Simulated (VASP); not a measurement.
A run of VASP 6.6.1 is set up as follows.

Contents of INCAR:

```
  ALGO = Normal
  EDIFF = 1E-6
  ENCUT = 500
  GGA = PE
  GGA_COMPAT = False
  ISIF = 2
  ISMEAR = 0
  LASPH = True
  LCHARG = False
  LREAL = False
  LWAVE = False
  NBANDS = 8
  NELM = 120
  PREC = Accurate
  SIGMA = 0.1
```

KPOINTS

```
k-points
0
Gamma
  8 8 8
```

The input POSCAR:

```
Si
1.0
   -1.5107099016      1.5107099016      2.2983247308
    1.5107099016     -1.5107099016      2.2983247308
    1.5107099016      1.5107099016     -2.2983247308
Si
1
Direct
    0.0000000000      0.0000000000      0.0000000000
```

Potentials or basis: VASP PAW PBE potentials, release 64 (Si).

Command:

```sh
$ cat potpaw_PBE.64/Si/POTCAR > POTCAR
$ mpirun -np 1 vasp_std > vasp.out
```

Q: Predict the pressure.

A: -13.9 GPa.

Q: What does it give for the band gap on the k mesh?

A: Zero (band 2 reaches 13.17 eV, above the bottom of band 3 at 4.01 eV).

Stress tensor (GPa, compression positive):
```
-13.42   0.00   0.00
  0.00 -13.42   0.00
  0.00   0.00 -14.92
```

Caveat: the k points lie up to 0.37 Å⁻¹ apart.
